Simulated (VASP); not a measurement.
Wanted: the native input for a VASP 6.6.1 run.

```yaml
Task: single point
Functional: LDA
Potentials_or_basis: VASP PAW LDA potentials, release 64 (Pb_d, S)
Cutoff: 520 eV
k_mesh: 4 × 2 × 2
Occupations: gaussian, width 0.01 eV
Spin: no spin polarisation
Dipole_correction: no
Further_INCAR_settings: ALGO = Normal; EDIFF = 1e-07; NBANDS = 50
```

The structure of PbS lies in POSCAR:

```
PbS
1.0
    4.0699280000      0.0000000000      0.0000000000
    0.0000000000      7.9648630000      0.0000000000
    0.0000000000     -0.1643490647      7.9631672087
Pb S
4 4
Direct
    0.0000000000      0.6631100000      0.3391500000
    0.0000000000      0.3391500000      0.6631100000
    0.5000000000      0.1373900000      0.1373900000
    0.0000000000      0.8237300000      0.8237300000
    0.5000000000      0.7748200000      0.1178500000
    0.5000000000      0.1178500000      0.7748200000
    0.0000000000      0.3109000000      0.3109000000
    0.5000000000      0.6372500000      0.6372500000
```

These files were run (other wordings do the same):

INCAR

```
SYSTEM = PbS
PREC     = Accurate       ! precision mode
ENCUT    = 520            ! plane-wave cutoff, eV
EDIFF    = 1E-7           ! SCF threshold, eV
ISMEAR   = 0              ! smearing method
SIGMA    = 0.01           ! smearing width, eV
LREAL    = .False.        ! projectors in reciprocal space
LASPH    = .True.         ! aspherical terms in the spheres
NELM     = 100            ! most SCF steps
ALGO     = Normal         ! electronic algorithm
ISIF     = 2              ! what is computed and relaxed
LWAVE    = .False.        ! write WAVECAR
LCHARG   = .False.        ! write CHGCAR
NBANDS   = 50             ! bands
```

KPOINTS

```
Automatic mesh
0
Gamma
  4 2 2
  0 0 0
```

Potentials or basis: VASP PAW LDA potentials, release 64 (Pb_d, S).

Launch:

```bash
$ cat potpaw_LDA.64/Pb_d/POTCAR potpaw_LDA.64/S/POTCAR > POTCAR
$ mpirun -np 1 vasp_std > vasp.out
```

It gave:

```yaml
Pressure: -3.1 GPa
Largest_force: 0.098 eV/Å
Band_gap_on_the_k_mesh: 0.42 eV, direct
```

Caveat: spin-orbit coupling is left out, which moves the levels of the heavy elements.

Wall time 2.2 min on 1 thread of AMD EPYC 7R13 Processor (Zen 3) (shared host), peak memory 0.26 GiB.
